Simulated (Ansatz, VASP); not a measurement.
Two plane-wave programs on Ti3Se

INCAR

```
PREC = Accurate
ENCUT = 520
EDIFF = 1E-7
ISMEAR = -1
SIGMA = 0.05
LREAL = False
LASPH = True
NELM = 60
ALGO = Normal
ISIF = 2
LWAVE = False
LCHARG = True
GGA = PE
LELF = True
LVHAR = True
NBANDS = 29
```

The input KPOINTS:

```
Automatic mesh
0
Gamma
  10 10 4
```

File POSCAR:

```
Ti3Se
1.0
    3.1542315771      0.0000000000      0.0000000000
   -1.5771157886      2.7316446752      0.0000000000
    0.0000000000      0.0000000000      7.8353974489
Se Ti
1 3
Direct
    0.0000000000      0.0000000000      0.0000000000
    0.6666666667      0.3333333333      0.5000000000
    0.3333333333      0.6666666667      0.7729020000
    0.3333333333      0.6666666667      0.2270980000
```

Contents of input.yaml:

```yaml
crystal:
  lattice:
    - [3.1542315771, 0.0, 0.0]
    - [-1.5771157886, 2.7316446752, 0.0]
    - [0.0, 0.0, 7.8353974489]
  atoms:
    - { symbol: Se, position: [0.0, 0.0, 0.0] }
    - { symbol: Ti, position: [0.6666666667, 0.3333333333, 0.5] }
    - { symbol: Ti, position: [0.3333333333, 0.6666666667, 0.772902] }
    - { symbol: Ti, position: [0.3333333333, 0.6666666667, 0.227098] }
hamiltonian:
  xc: pbe
  pseudopotentials: { kind: paw }
kpoints:
  mp_grid: { grid: [10, 10, 4] }
scf:
  occupations: { method: fermi_dirac, width: 0.05 }
output:
  forces: true
  stress: true
  eigenvalues: true
```

Alike in both runs: task single point; functional PBE; k mesh 10 × 10 × 4; occupations fermi-dirac, width 0.05 eV; no spin polarisation.

|  | VASP | Ansatz |
| --- | --- | --- |
| version | VASP 6.6.1 | Ansatz 0.2.0 |
| potentials or method | VASP PAW PBE potentials, release 64 (Se, Ti_sv) | Ansatz PAW |
| plane-wave cutoff (eV) | 520 | 420 |
| valence electrons in the cell | 42 | 52 |

Ansatz gave:

| Item | Value |
| --- | --- |
| gap on the k mesh at the Fermi level (eV) | none |
| pressure (GPa) | 5.2 |
| traceless stress, the component that is largest in VASP (GPa) | 0.68 |
| rms of the force components (eV/Å) | 0.063 |

Question: What did VASP give for the same quantities?

Answer: gap on the k mesh at the Fermi level (eV): none; pressure (GPa): 5.2; traceless stress, the component that is largest in VASP (GPa): 0.69; rms of the force components (eV/Å): 0.074.

Atom by atom the forces differ by 0.011 eV/Å (rms over components). A gap of «none» marks a metal or a gap that the smearing closes. VASP's potentials hold 42 valence electrons a cell and Ansatz's 52, so a difference there can come from the potentials and not from the codes.
